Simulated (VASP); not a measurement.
Hf7S: single point with PBE

Crystal: Hf7S.

```
CELL_PARAMETERS angstrom
6.20146 0.00000 0.00000
-3.10073 5.37062 0.00000
0.00000 0.00000 5.09387
ATOMIC_POSITIONS crystal
Hf 0.50048 0.00096 0.50000
Hf 0.99904 0.49952 0.50000
Hf 0.50048 0.49952 0.50000
Hf 0.16481 0.83519 0.00000
Hf 0.67037 0.83519 0.00000
Hf 0.16481 0.32963 0.00000
Hf 0.66667 0.33333 0.00000
S 0.00000 0.00000 0.50000
```

The cell was built from a structure type or drawn by symmetry, and may not be a known phase.

```yaml
Program: VASP 6.6.1
Task: single point
Functional: PBE
Potentials_or_basis: VASP PAW PBE potentials, release 64 (Hf_pv, S)
Cutoff: 520 eV
k_mesh: 3 × 3 × 4
Occupations: gaussian, width 0.1 eV
Spin: no spin polarisation
Dipole_correction: no
Further_INCAR_settings: ALGO = Normal; EDIFF = 1e-06; NBANDS = 48
```

The pressure is -0.5 GPa. The largest force is 0.007 eV/Å. The band gap on the k mesh is zero (bands 38 and 39 overlap by 1.23 eV).

Forces in eV/Å, atoms in the order of the input:
```
Hf   0.000  0.007  0.000
Hf  -0.006 -0.003  0.000
Hf   0.006 -0.003  0.000
Hf  -0.004  0.002  0.000
Hf   0.004  0.002  0.000
Hf   0.000 -0.005  0.000
Hf   0.000  0.000  0.000
S    0.000  0.000  0.000
```

Stress tensor (GPa, compression positive):
```
-0.44  0.00  0.00
 0.00 -0.44  0.00
 0.00  0.00 -0.59
```

Levels at points of the mesh, in eV from the Fermi level:
```csv
k point,band 36,band 37,band 38,band 39,band 40,band 41
"(0.00, 0.00, 0.00)",-0.81,0.78,0.87,0.89,0.89,0.98
"(0.00, 0.00, 0.50)",-0.77,-0.42,-0.42,-0.08,0.51,0.98
```

Wall time 2.2 min on 1 thread of Intel Xeon 8259CL, on a shared host, peak memory 0.31 GiB.

Caveat: the k points lie up to 0.39 Å⁻¹ apart, too coarse for converged energies and pressures of a metal; spin-orbit coupling is left out, which moves the levels of the heavy elements.
